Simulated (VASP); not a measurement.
Write the native input for VASP 6.6.1 that does the following.

| Quantity | Value |
| --- | --- |
| Task | single point |
| Functional | PBEsol |
| Potentials or basis | VASP PAW PBE potentials, release 64 (Na_pv) |
| Cutoff | 520 eV |
| k mesh | 18 × 18 × 18 |
| Occupations | gaussian, width 0.15 eV |
| Spin | no spin polarisation |
| Dipole correction | no |
| Further INCAR settings | ALGO = Fast; EDIFF = 1e-06; NBANDS = 10 |

The structure of Na lies in POSCAR:

```
Na
1.0
   -2.1465104543      2.1465104543      2.0606500361
    2.1465104543     -2.1465104543      2.0606500361
    2.1465104543      2.1465104543     -2.0606500361
Na
1
Direct
    0.0000000000      0.0000000000      0.0000000000
```

This cell differs from its parent crystal: ratio of the length along z to the lengths across it x 0.96, volume and fractional coordinates fixed.

These files were run (other wordings do the same):

INCAR

```
PREC = Accurate
ENCUT = 520
EDIFF = 1E-6
ISMEAR = 0
SIGMA = 0.15
LREAL = False
LASPH = True
NELM = 60
ALGO = Fast
ISIF = 2
LWAVE = False
LCHARG = False
GGA = PS
NBANDS = 10
```

KPOINTS

```
Automatic mesh
0
Gamma
  18 18 18
```

Potentials or basis: VASP PAW PBE potentials, release 64 (Na_pv).

Command:

```console
$ cat potpaw_PBE.64/Na_pv/POTCAR > POTCAR
$ mpirun -np 1 vasp_std > vasp.out
```

It gave:

- Pressure: -0.3 GPa

Caveat: the PAW data sets were made with another functional, which shifts forces and pressure a little.

Wall time 60 s on 1 thread of Intel(R) Xeon(R) 6975P-C (Granite Rapids), on a shared host, peak memory 0.26 GiB.
